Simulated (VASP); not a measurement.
MgO, 6 atoms in the cell. The cell holds a slab with vacuum, 6 atoms: a = 2.980 Å, b = 2.980 Å, c = 18.215 Å, α = 90.00°, β = 90.00°, γ = 90.00°. 

| Quantity | Value |
| --- | --- |
| Program | VASP 6.6.1 |
| Task | single point |
| Functional | PBEsol |
| Potentials or basis | VASP PAW PBE potentials, release 64 (Mg, O) |
| Cutoff | 520 eV |
| k mesh | 9 × 9 × 1 |
| Occupations | gaussian, width 0.05 eV |
| Spin | no spin polarisation |
| Dipole correction | yes |
| Further INCAR settings | ALGO = Normal; EDIFF = 1e-07; NBANDS = 21 |

Potentials or basis: VASP PAW PBE potentials, release 64 (Mg, O).

Launch:

```sh
$ cat potpaw_PBE.64/Mg/POTCAR potpaw_PBE.64/O/POTCAR > POTCAR
$ mpirun -np 1 vasp_std > vasp.out
```

Hardware: 1 thread of Intel(R) Xeon(R) Platinum 8259CL CPU @ 2.50GHz (Skylake/Cascade Lake), with other jobs on the host.

Question: How long does it take, and how much memory?

Answer: Wall time 2.4 min on 1 thread of Intel(R) Xeon(R) Platinum 8259CL CPU @ 2.50GHz (Skylake/Cascade Lake), with other jobs on the host, peak memory 0.25 GiB. Counts: scf iterations 24, k points 15.
